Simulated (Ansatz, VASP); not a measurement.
**Two plane-wave programs on MgO2**

```
Mg O
1.0
     4.83417    0.00000    0.00000
     0.00000    4.83417    0.00000
     0.00000    0.00000    4.83417
Mg O
4 8
Direct
  0.00000 0.50000 0.50000
  0.50000 0.50000 0.00000
  0.50000 0.00000 0.50000
  0.00000 0.00000 0.00000
  0.41117 0.08883 0.91117
  0.08883 0.91117 0.41117
  0.91117 0.41117 0.08883
  0.58883 0.58883 0.58883
  0.41117 0.41117 0.41117
  0.08883 0.58883 0.91117
  0.91117 0.08883 0.58883
  0.58883 0.91117 0.08883
```

Alike in both runs: functional r2SCAN; k mesh 6 × 6 × 6; occupations gaussian, width 0.02 eV; no spin polarisation.

Ansatz relaxed the structure, and its values are those at the end. VASP's run is a single point on that final structure, the one shown.

|  | VASP | Ansatz |
| --- | --- | --- |
| version | VASP 6.6.1 | Ansatz 0.2.0 |
| potentials or method | VASP PAW PBE potentials, release 64 (Mg, O), cutoff 520 eV | scalar-relativistic, plane waves, PAW |
| valence electrons in the cell | 56 | 88 |

|  | VASP | Ansatz | Ansatz less VASP |
| --- | --- | --- | --- |
| gap on the k mesh at the Fermi level (eV) | 4.68 | 4.71 | +0.035 |
| least direct gap on the mesh (eV) | 4.81 | 4.84 | +0.035 |
| pressure (GPa) | -0.3 | 0.0 | +0.29 |
| rms of the force components (eV/Å) | 0.129 | 0.001 | -0.1278 |

VASP's potentials were made for PBE, not for r2SCAN. One of these differences is far larger than is usual between the two programs; its cause wasn't traced. VASP's potentials hold 56 valence electrons a cell and Ansatz's 88, so a difference there can come from the potentials and not from the codes.
